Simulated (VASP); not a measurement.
**V: single point with PBEsol**

V:

```
V
1.0
    -1.49120    1.49120    1.49120
     1.49120   -1.49120    1.49120
     1.49120    1.49120   -1.49120
V
1
Direct
  0.00000 0.00000 0.00000
```

```json
{
  "Program": "VASP 6.6.1",
  "Task": "single point",
  "Functional": "PBEsol",
  "Potentials or basis": "VASP PAW PBE potentials, release 64 (V_sv)",
  "Cutoff": "500 eV",
  "k mesh": "8 × 8 × 8",
  "Occupations": "gaussian, width 0.1 eV",
  "Spin": "collinear spin, ferromagnetic start",
  "Starting moments": "[2.0] μB"
}
```

| Item | Value |
| --- | --- |
| Pressure | -5.8 GPa |
| Net moment | 0.00 μB per cell |
| Valence electrons inside the program's atomic spheres | V 11.69 |

Levels at points of the mesh, in eV from the Fermi level:
Spin up:
| k point | band 3 | band 4 | band 5 | band 6 | band 7 | band 8 | band 9 | band 10 |
| --- | --- | --- | --- | --- | --- | --- | --- | --- |
| (0.00, 0.00, 0.00) | -36.81 | -36.81 | -6.65 | 0.43 | 0.43 | 0.43 | 2.47 | 2.47 |
| (0.50, 0.00, 0.00) | -37.11 | -36.82 | -3.24 | -1.16 | 1.68 | 2.48 | 2.85 | 4.24 |
| (0.50, 0.50, 0.50) | -37.46 | -37.46 | -3.08 | -3.08 | 3.84 | 3.84 | 3.84 | 10.30 |
Spin down:
```csv
k point,band 2,band 3,band 4,band 5,band 6,band 7,band 8,band 9,band 10,band 11
"(0.00, 0.00, 0.00)",-36.81,-36.81,-36.81,-6.65,0.43,0.43,0.43,2.47,2.47,20.58
"(0.50, 0.00, 0.00)",-37.77,-37.11,-36.82,-3.24,-1.16,1.68,2.48,2.85,4.24,10.37
"(0.50, 0.50, 0.50)",-37.46,-37.46,-37.46,-3.08,-3.08,3.84,3.84,3.84,10.30,10.30
```

It took 18 s on 1 thread of AMD EPYC 7R13, on a shared host, peak memory 0.1 GiB.

Caveat: the k points lie up to 0.37 Å⁻¹ apart; the moments typed at the start vanished in this run; the PAW data sets were made with another functional, which shifts forces and pressure a little.
